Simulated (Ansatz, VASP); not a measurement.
**Two plane-wave programs on SnSe2**

INCAR

```
PREC = Accurate
ENCUT = 600
EDIFF = 1E-6
ISMEAR = 0
SIGMA = 0.02
LREAL = F
LASPH = T
NELM = 100
ALGO = Normal
ISIF = 3
LWAVE = F
LCHARG = F
GGA = PE
IVDW = 12
IBRION = 2
NSW = 100
EDIFFG = -0.005
```

KPOINTS

```
Automatic mesh
0
Gamma
  12 12 6
```

File POSCAR:

```
SnSe2
1.0
    3.8380776335      0.0000000000      0.0000000000
   -1.9190388167      3.3238727323      0.0000000000
    0.0000000000      0.0000000000      6.0146785272
Sn Se
1 2
Direct
    0.0000000000      0.0000000000      0.0000000000
    0.3333333333      0.6666666667      0.2650914469
    0.6666666667      0.3333333333      0.7349085531
```

Input for Ansatz:

```yaml
crystal:
  lattice:
    - [3.8380776403, 0.0, 0.0]
    - [-1.9190388201, 3.3238727382, 0.0]
    - [0.0, 0.0, 6.0146785232]
  atoms:
    - { symbol: Sn, position: [0.0, 0.0, 0.0] }
    - { symbol: Se, position: [0.3333333333, 0.6666666667, 0.2650914459] }
    - { symbol: Se, position: [0.6666666667, 0.3333333333, 0.7349085541] }
basis:
  ecutwfc: 420
kpoints:
  mp_grid: { grid: [12, 12, 6] }
hamiltonian:
  xc: pbe
  dispersion: d3bj
scf:
  occupations: { method: gaussian, width: 0.02 }
output:
  forces: true
  stress: true
  eigenvalues: true
  write_density: true
  write_potential: true
  elf: true
  volumetric_format: npy
relax:
  adjacent_minimum: "off"
  f_tol: 0.005
  max_steps: 80
  cell: { stress_tol: 0.05 }
```

Alike in both runs: task relaxation of cell and atoms; functional PBE; dispersion D3(BJ); k mesh 12 × 12 × 6; occupations gaussian, width 0.02 eV; no spin polarisation.

|  | VASP | Ansatz |
| --- | --- | --- |
| version | VASP 6.6.1 | Ansatz 0.2.0 |
| potentials or method | VASP PAW PBE potentials, release 64 (Sn_d, Se), cutoff 600 eV | scalar-relativistic, plane waves, PAW |
| valence electrons in the cell | 26 | 46 |

Ansatz gave:

| Property | Result |
| --- | --- |
| gap on the k mesh at the Fermi level, each at its own relaxed structure (eV) | 0.35 |
| relaxed volume (Å³/atom) | 25.58 |
| relaxed length of the cell vector where the two differ most in proportion (Å) | 3.838 |

What did VASP give for the same quantities?

gap on the k mesh at the Fermi level, each at its own relaxed structure (eV): 0.34; relaxed volume (Å³/atom): 25.61; relaxed length of the cell vector where the two differ most in proportion (Å): 3.841.

VASP's potentials hold 26 valence electrons a cell and Ansatz's 46, so a difference there can come from the potentials and not from the codes.
